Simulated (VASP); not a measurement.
Wanted: the native input for a VASP 6.6.1 run.

```
Task                   : single point
Functional             : PBEsol
Potentials or basis    : VASP PAW PBE potentials, release 64 (B, N)
Cutoff                 : 600 eV
k mesh                 : 10 × 10 × 10
Occupations            : gaussian, width 0.02 eV
Spin                   : no spin polarisation
Dipole correction      : no
Further INCAR settings : ALGO = Normal; EDIFF = 1e-06; NBANDS = 11
```

The structure of BN lies in POSCAR:

```
BN
1.0
    0.0000000000      1.9663578554      1.9663578554
    1.9663578554      0.0000000000      1.9663578554
    1.9663578554      1.9663578554      0.0000000000
B N
1 1
Direct
    0.0000000000      0.0000000000      0.0000000000
    0.7500000000      0.7500000000      0.7500000000
```

This cell differs from its parent crystal: Ga replaced by B, lengths x 0.882, strained.

One way to write it, as run:

INCAR

```
PREC = Accurate
ENCUT = 600
EDIFF = 1E-6
ISMEAR = 0
SIGMA = 0.02
LREAL = F
LASPH = T
NELM = 120
ALGO = Normal
ISIF = 2
LWAVE = F
LCHARG = F
GGA = PS
NBANDS = 11
GGA_COMPAT = F
```

KPOINTS

```
regular mesh
0
Gamma
  10 10 10
```

Potentials or basis: VASP PAW PBE potentials, release 64 (B, N).

Launch:

```sh
$ cat potpaw_PBE.64/B/POTCAR potpaw_PBE.64/N/POTCAR > POTCAR
$ mpirun -np 1 vasp_std > vasp.out
```

Results of the run:

```
Pressure               : -61.9 GPa
Band gap on the k mesh : 3.98 eV, indirect (least direct gap 6.50 eV)
```

Caveat: the cell differs from its parent crystal (Ga replaced by B, lengths x 0.882, strained); the PAW data sets were made with another functional, which shifts forces and pressure a little.

It took 6.6 s on 1 thread of Intel Xeon 6975P-C, on a shared host, peak memory 0.13 GiB.
